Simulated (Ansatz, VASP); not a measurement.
NaCl: VASP beside Ansatz

File POSCAR:

```
NaCl
1.0
    0.0000000000      3.0582900000      2.7184800000
    3.0582900000      0.0000000000      2.7184800000
    3.0582900000      3.0582900000      0.0000000000
Na Cl
1 1
Direct
    0.0000000000      0.0000000000      0.0000000000
    0.5000000000      0.5000000000      0.5000000000
```

Contents of INCAR.step1:

```
ALGO = Normal
EDIFF = 1E-4
ENCUT = 520
GGA = PE
ISMEAR = 0
LASPH = T
LCHARG = F
LREAL = F
LWAVE = T
NBANDS = 14
NELM = 80
PREC = Accurate
SIGMA = 0.05
```

INCAR.step2

```
ALGO = Normal
EDIFF = 1E-6
ENCUT = 520
ISIF = 2
ISMEAR = 0
ISTART = 1
LASPH = T
LCHARG = F
LMIXTAU = T
LREAL = F
LWAVE = F
METAGGA = R2SCAN
NBANDS = 14
NELM = 80
PREC = Accurate
SIGMA = 0.05
```

KPOINTS

```
k-points
0
Gamma
  8 8 8
```

Input for Ansatz:

```yaml
crystal:
  lattice:
    - [0.0, 3.05829, 2.71848]
    - [3.05829, 0.0, 2.71848]
    - [3.05829, 3.05829, 0.0]
  atoms:
    - { symbol: Na, position: [0.0, 0.0, 0.0] }
    - { symbol: Cl, position: [0.5, 0.5, 0.5] }
basis:
  ecutwfc: 500
kpoints:
  mp_grid: { grid: [8, 8, 8] }
hamiltonian:
  xc: r2scan
scf:
  occupations: { method: gaussian, width: 0.05 }
output:
  forces: true
  stress: true
  eigenvalues: true
```

Change from the starting cell: strain +0.080 along x and y, -0.040 along z, atoms carried along.

Alike in both runs: task single point; functional r2SCAN; k mesh 8 × 8 × 8; occupations gaussian, width 0.05 eV; no spin polarisation.

|  | VASP | Ansatz |
| --- | --- | --- |
| version | VASP 6.6.1 | Ansatz 0.2.0 |
| potentials or method | VASP PAW PBE potentials, release 64 (Na_pv, Cl), cutoff 520 eV | scalar-relativistic, plane waves, PAW |
| valence electrons in the cell | 14 | 16 |

```tsv
	VASP	Ansatz	Ansatz less VASP
gap on the k mesh at the Fermi level (eV)	5.42	5.40	-0.017
least direct gap on the mesh (eV)	5.42	5.40	-0.017
pressure (GPa)	-2.3	-2.1	+0.17
traceless stress, the component that is largest in VASP (GPa)	2.11	2.14	+0.033
```

VASP's potentials were made for PBE, not for r2SCAN. VASP's potentials hold 14 valence electrons a cell and Ansatz's 16, so a difference there can come from the potentials and not from the codes.
